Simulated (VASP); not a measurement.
# WSe2 (P6_3/mmc) in VASP: single point with PBE

Aim: the single point of WSe2 with PBE.

All numbers are computed with VASP 6.6.1; they aren't measurements. Logs are shortened: lines on timing, memory, paths and dates and some standing lists are left out, and cuts for length are marked.

## (1) The cell of the first run

The structure is hexagonal, space group P6_3/mmc (No. 194). The conventional cell has a = 3.250 Å, b = 3.250 Å, c = 12.821 Å, α = 90.00°, β = 90.00°, γ = 120.00°. Within 3.3 Å of W (site symmetry -6m2) lie 6 Se at 2.53 Å and 6 W at 3.25 Å. Within 3.4 Å of Se (site symmetry 3m) lie 3 W at 2.53 Å and 7 Se at 3.25 to 3.39 Å.

## (2) Single point, PBE (strained cell)

INCAR reads:

```
SYSTEM = WSe2
PREC = Accurate ; ENCUT = 520
EDIFF = 1E-6 ; ISMEAR = 0
SIGMA = 0.02 ; LREAL = .False.
LASPH = .True. ; NELM = 60
ALGO = Normal ; ISIF = 2
LWAVE = .False. ; LCHARG = .False.
GGA = PE ; NBANDS = 35
```

KPOINTS reads:

```
Automatic mesh
0
Gamma
  9 9 2
  0 0 0
```

POSCAR reads:

```
WSe2
1.0
    3.2499141158      0.0000000000      0.0000000000
   -1.6249570579      2.8145081844      0.0000000000
    0.0000000000      0.0000000000     12.8207501479
W Se
2 4
Direct
    0.6666666667      0.3333333333      0.7500000000
    0.3333333333      0.6666666667      0.2500000000
    0.3333333333      0.6666666667      0.8821974833
    0.6666666667      0.3333333333      0.3821974833
    0.3333333333      0.6666666667      0.6178025167
    0.6666666667      0.3333333333      0.1178025167
```

Potentials or basis: VASP PAW PBE potentials, release 64 (W_sv, Se).

On the command line:

```sh
$ cat potpaw_PBE.64/W_sv/POTCAR potpaw_PBE.64/Se/POTCAR > POTCAR
$ mpirun -np 1 vasp_std > vasp.out
```

OUTCAR:

```text
SYSTEM = WSe2
   PREC = Accurate
   ENCUT = 520
   EDIFF = 1E-6
   ISMEAR = 0
   LREAL = .False.
   LASPH = .True.
   NELM = 60
   ISIF = 2
   GGA = PE

 ion  position               nearest neighbor table
   1  0.667  0.333  0.750-   3 2.53   5 2.53   3 2.53   5 2.53   3 2.53   5 2.53
   2  0.333  0.667  0.250-   4 2.53   6 2.53   4 2.53   6 2.53   4 2.53   6 2.53
   3  0.333  0.667  0.882-   1 2.53   1 2.53   1 2.53
   4  0.667  0.333  0.382-   2 2.53   2 2.53   2 2.53
   5  0.333  0.667  0.618-   1 2.53   1 2.53   1 2.53
   6  0.667  0.333  0.118-   2 2.53   2 2.53   2 2.53

  LATTYP: Found a hexagonal cell.
 ALAT       =     3.2499141158
 C/A-ratio  =     3.9449504483

  Lattice vectors:

 A1 = (   3.2499141158,   0.0000000000,   0.0000000000)
 A2 = (  -1.6249570579,   2.8145081844,   0.0000000000)
 A3 = (   0.0000000000,   0.0000000000,  12.8207501479)

Analysis of symmetry for initial positions (statically):
=====================================================================
 Subroutine PRICEL returns:
 Original cell was already a primitive cell.

 Routine SETGRP: Setting up the symmetry group for a
 hexagonal supercell.

 Subroutine GETGRP returns: Found 24 space group operations
 (whereof 12 operations were pure point group operations)
 out of a pool of 24 trial point group operations.

The static configuration has the point symmetry D_3d.
 The point group associated with its full space group is D_6h.

Analysis of symmetry for dynamics (positions and initial velocities):
=====================================================================
 Subroutine PRICEL returns:
 Original cell was already a primitive cell.

 Routine SETGRP: Setting up the symmetry group for a
 hexagonal supercell.

 Subroutine GETGRP returns: Found 24 space group operations
 (whereof 12 operations were pure point group operations)
 out of a pool of 24 trial point group operations.

The dynamic configuration has the point symmetry D_3d.
 The point group associated with its full space group is D_6h.

 Subroutine INISYM returns: Found 24 space group operations
 (whereof 12 operations are pure point group operations),
 and found     1 'primitive' translations

----------------------------------------------------------------------------------------

                                     Primitive cell

  volume of cell :     117.2702

  direct lattice vectors                    reciprocal lattice vectors
     3.249914116  0.000000000  0.000000000     0.307700439  0.177650931  0.000000000
    -1.624957058  2.814508184  0.000000000     0.000000000  0.355301863  0.000000000
     0.000000000  0.000000000 12.820750148     0.000000000  0.000000000  0.077998556

  length of vectors
     3.249914116  3.249914116 12.820750148     0.355301863  0.355301863  0.077998556

  position of ions in fractional coordinates (direct lattice)
     0.666666667  0.333333333  0.750000000
     0.333333333  0.666666667  0.250000000
     0.333333333  0.666666667  0.882197483
     0.666666667  0.333333333  0.382197483
     0.333333333  0.666666667  0.617802517
     0.666666667  0.333333333  0.117802517

  ion indices of the primitive-cell ions
   primitive index   ion index
                 1           1
                 2           2
                 3           3
                 4           4
                 5           5
                 6           6

----------------------------------------------------------------------------------------

 KPOINTS: Automatic mesh

Automatic generation of k-mesh.
 Grid dimensions read from file:
 generate k-points for:    9    9    2

 Generating k-lattice:

  Cartesian coordinates                     Fractional coordinates (reciprocal lattice)
     0.034188938  0.019738992  0.000000000     0.111111111  0.000000000  0.000000000
     0.000000000  0.039477985  0.000000000     0.000000000  0.111111111  0.000000000
     0.000000000  0.000000000  0.038999278     0.000000000  0.000000000  0.500000000

  Length of vectors
     0.039477985  0.039477985  0.038999278

  Shift w.r.t. Gamma in fractional coordinates (k-lattice)
     0.000000000  0.000000000  0.000000000

 Subroutine IBZKPT returns following result:
 ===========================================

 Found     24 irreducible k-points:

 Following reciprocal coordinates:
            Coordinates               Weight
  0.000000  0.000000  0.000000      1.000000
  0.111111  0.000000  0.000000      6.000000
  0.222222 -0.000000  0.000000      6.000000
  0.333333  0.000000  0.000000      6.000000
  0.444444 -0.000000  0.000000      6.000000
  0.111111  0.111111  0.000000      6.000000
[... 16 lines left out ...]
  0.333333  0.222222  0.500000     12.000000
  0.333333  0.333333  0.500000      2.000000
   k-points           NKPTS =     24   k-points in BZ     NKDIM =     24   number of bands    NBANDS=     35
   number of dos      NEDOS =    301   number of ions     NIONS =      6
   total plane-waves  NPLWV =  55296
   dimension x,y,z NGX =    24 NGY =   24 NGZ =   96
   dimension x,y,z NGXF=    48 NGYF=   48 NGZF=  192
   ions per type =               2   4
   NGX,Y,Z   is equivalent  to a cutoff of  12.28, 12.28, 12.45 a.u.
   NGXF,Y,Z  is equivalent  to a cutoff of  24.55, 24.55, 24.90 a.u.
 SYSTEM =  WSe2
   PREC   = accura    normal or accurate (medium, high low for compatibility)
   ISTART =      0    job   : 0-new  1-cont  2-samecut
   ICHARG =      2    charge: 1-file 2-atom 10-const
   ISPIN  =      1    spin polarized calculation?
   LNONCOLLINEAR =      F non collinear calculations
   LSORBIT =      F    spin-orbit coupling
   LASPH  =      T    aspherical Exc in radial PAW
   ENCUT  =  520.0 eV  38.22 Ry    6.18 a.u.   6.04  6.04 23.84*2*pi/ulx,y,z
   NELM   =     60;   NELMIN=  2; NELMDL= -5     # of ELM steps
   EDIFF  = 0.1E-05   stopping-criterion for ELM
   LREAL  =      F    real-space projection
   EDIFFG = 0.1E-04   stopping-criterion for IOM
   NSW    =      0    number of steps for IOM
   IBRION =     -1    ionic relax: 0-MD 1-quasi-New 2-CG
   NFREE  =      0    steps in history (QN), initial steepest desc. (CG)
   ISIF   =      2    stress and relaxation
   ISYM   =      2    0-nonsym 1-usesym 2-fastsym
   POTIM  = 0.5000    time-step for ionic-motion
   TEBEG  =    0.0;   TEEND  =   0.0 temperature during run
   PSTRESS=    0.0 pullay stress
   NELECT =      52.0000    total number of electrons
   NUPDOWN=      -1.0000    fix difference up-down
   EMIN   =  10.00;   EMAX   =-10.00  energy-range for DOS
   EFERMI =   0.00;   METHOD = LEGACY
   ISMEAR =     0;   SIGMA  =   0.02  broadening in eV -4-tet -1-fermi 0-gaus
   EFERMI_NEDOS =   21; number of points for ismear=-14 and -15
   IALGO  =     38    algorithm
   IMIX   =      4    mixing-type and parameters
     AMIX     =   0.40;   BMIX     =  1.00
     AMIX_MAG =   1.60;   BMIX_MAG =  1.00
  volume/ion in A,a.u.               =      19.55       131.90
  Fermi-wavevector in a.u.,A,eV,Ry     =   1.248380  2.359095 21.204022  1.558452
  Thomas-Fermi vector in A             =   2.382469
   LORBIT       =      0    0 simple, 1 ext, 2 COOP (PROOUT), +10 PAW based schemes
   GGA     = PE    functional components
   LHFCALC =     F    Hartree Fock is set to
   AEXX    =    0.0000 exact exchange contribution
   IVDW    =     0    specifies the selected vdW correction
   LEPSILON=     F    determine dielectric tensor
   LRPA    =     F    only Hartree local field effects (RPA)
 non-spin polarized calculation
 Gauss-broadening in eV      SIGMA  =   0.02
  energy-cutoff  :      520.00
  volume of cell :      117.27
 maximum number of plane-waves:      3192
   NGX = 13   NGY = 13   NGZ = 47

 number of electron      51.9999999 magnetization

 Free energy of the ion-electron system (eV)
  ---------------------------------------------------
  ext. energy  EPLUGINS =         0.00000000
  ---------------------------------------------------
  free energy    TOTEN  =       -43.01637694 eV

  energy without entropy =      -43.01637694  energy(sigma->0) =      -43.01637694

 E-fermi :   6.9571     XC(G=0): -10.9794

 val. band max:        6.6313589448   @ k =   0.0000   0.0000   0.0000
 cond. band min:       7.6415175870   @ k =   0.2222   0.1111   0.0000
 fundamental gap:      1.0101586422
 Fermi energy:         6.9571213833

 k-point     1 :       0.0000    0.0000    0.0000
  band No.  band energies     occupation
      1     -67.6142      2.00000
      2     -67.6141      2.00000
      3     -31.8861      2.00000
      4     -31.8861      2.00000
      5     -31.7185      2.00000
      6     -31.7185      2.00000
[... 27 lines left out ...]
     34       9.6992      0.00000
     35      11.4107      0.00000

 k-point     2 :       0.1111    0.0000    0.0000
  band No.  band energies     occupation
      1     -67.6128      2.00000
      2     -67.6127      2.00000
      3     -31.8802      2.00000
      4     -31.8802      2.00000
      5     -31.7498      2.00000
      6     -31.7498      2.00000
[... 27 lines left out ...]
     34       9.8236      0.00000
     35      12.3629      0.00000

 k-point     3 :       0.2222   -0.0000    0.0000
  band No.  band energies     occupation
      1     -67.6091      2.00000
      2     -67.6091      2.00000
      3     -31.8651      2.00000
      4     -31.8651      2.00000
      5     -31.8283      2.00000
      6     -31.8283      2.00000
[... 27 lines left out ...]
     34      10.4599      0.00000
     35      13.1044      0.00000
[... 723 lines left out ...]
 k-point    23 :       0.3333    0.2222    0.5000
  band No.  band energies     occupation
      1     -67.6011      2.00000
      2     -67.6011      2.00000
      3     -31.9415      2.00000
      4     -31.9415      2.00000
      5     -31.8424      2.00000
      6     -31.8424      2.00000
[... 27 lines left out ...]
     34      11.0116      0.00000
     35      12.3928      0.00000

 k-point    24 :       0.3333    0.3333    0.5000
  band No.  band energies     occupation
      1     -67.6003      2.00000
      2     -67.6003      2.00000
      3     -31.9142      2.00000
      4     -31.9142      2.00000
      5     -31.8889      2.00000
      6     -31.8889      2.00000
[... 27 lines left out ...]
     34      11.0878      0.00000
     35      12.9404      0.00000

------------------------ aborting loop because EDIFF is reached ----------------------------------------

  FORCE on cell =-STRESS in cart. coord.  units (eV):
  Direction    XX          YY          ZZ          XY          YZ          ZX
  --------------------------------------------------------------------------------------
  -------------------------------------------------------------------------------------
  Total        4.7750699      4.7750699      3.4572212      0.0000000      0.0000000      0.0000000
  in kB       65.2382767     65.2382767     47.2334765      0.0000000      0.0000000      0.0000000
  external PRESSURE =      59.2366766 kB  Pullay stress =       0.0000000 kB

 VOLUME and BASIS-vectors are now :
 -----------------------------------------------------------------------------
  energy-cutoff  :      520.00
  volume of cell :      117.27
      direct lattice vectors                 reciprocal lattice vectors
     3.249914116  0.000000000  0.000000000     0.307700439  0.177650931  0.000000000
    -1.624957058  2.814508184  0.000000000     0.000000000  0.355301863  0.000000000
     0.000000000  0.000000000 12.820750148     0.000000000  0.000000000  0.077998556

 POSITION                                       TOTAL-FORCE (eV/Angst)
 -----------------------------------------------------------------------------------
      1.62496      0.93817      9.61556        -0.000000     -0.000000      0.000000
     -0.00000      1.87634      3.20519         0.000000      0.000000      0.000000
     -0.00000      1.87634     11.31043         0.000000     -0.000000      0.050040
      1.62496      0.93817      4.90006        -0.000000     -0.000000      0.050040
     -0.00000      1.87634      7.92069        -0.000000     -0.000000     -0.050040
      1.62496      0.93817      1.51032        -0.000000      0.000000     -0.050040
 -----------------------------------------------------------------------------------
    total drift:                               -0.000000      0.000000     -0.000000

  FREE ENERGIE OF THE ION-ELECTRON SYSTEM (eV)
  ---------------------------------------------------
  free  energy   TOTEN  =       -43.0163769367 eV

  energy  without entropy=      -43.0163769367  energy(sigma->0) =      -43.01637694
```

Run time: 38 s. Hardware: 1 thread of Intel Xeon 6975P-C (Granite Rapids), shared host; peak memory 0.26 GiB.

What came out:

```yaml
Free_energy: -43.0164 eV
Pressure: 5.9 GPa
Largest_force: 0.050 eV/Å
Band_gap_on_the_k_mesh: 1.01 eV (least direct gap 1.68 eV)
```

Forces on the atoms (eV/Å):
```
W    0.000  0.000  0.000
W    0.000  0.000  0.000
Se   0.000  0.000  0.050
Se   0.000  0.000  0.050
Se   0.000  0.000 -0.050
Se   0.000  0.000 -0.050
```

Levels at points of the mesh, in eV from the valence-band top:
| k point | band 23 | band 24 | band 25 | band 26 | band 27 | band 28 | band 29 | band 30 |
| --- | --- | --- | --- | --- | --- | --- | --- | --- |
| (0.00, 0.00, 0.00) | -1.31 | -1.26 | -0.99 | 0.00 | 2.77 | 2.77 | 2.81 | 2.81 |
| (0.00, 0.00, 0.50) | -1.35 | -1.35 | -0.22 | -0.22 | 2.77 | 2.77 | 2.77 | 2.77 |

Caveat: the cell differs from its parent crystal (strained cell); the cell stands under pressure; spin-orbit coupling is left out, which moves the levels of the heavy elements; an odd mesh through Γ misses points on the zone boundary, where band edges can lie; this functional lacks dispersion, which binds the layers, so the pressure and a relaxed spacing across them are unreliable.
